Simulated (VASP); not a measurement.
Crystal: SrO.

```
CELL_PARAMETERS angstrom
0.00000 2.49888 2.49888
2.49888 0.00000 2.49888
2.49888 2.49888 0.00000
ATOMIC_POSITIONS crystal
Sr 0.00000 0.00000 0.00000
O 0.50000 0.50000 0.50000
```

This cell differs from its parent crystal: strain -3.1%.

Program: VASP 6.6.1. Alike in all runs: task single point; potentials or basis VASP PAW PBE potentials, release 64 (Sr_sv, O); no spin polarisation; cell as given; cutoff (eV) 520.

Problem. Order these runs on this cell by their band gap on the k mesh, lowest first.
A. level PBE; k mesh 8 × 8 × 8; smearing fermi-dirac 0.02 eV
B. level HSE06; k mesh 6 × 6 × 6; smearing gaussian 0.01 eV; grid for exact exchange (PRECFOCK) Normal; screening parameter 0.2079 1/Å
C. level r2SCAN; k mesh 8 × 8 × 8; smearing gaussian 0.01 eV

Solution. A (3.20 eV), C (3.68 eV), B (4.70 eV).

A k mesh can miss the band edges.
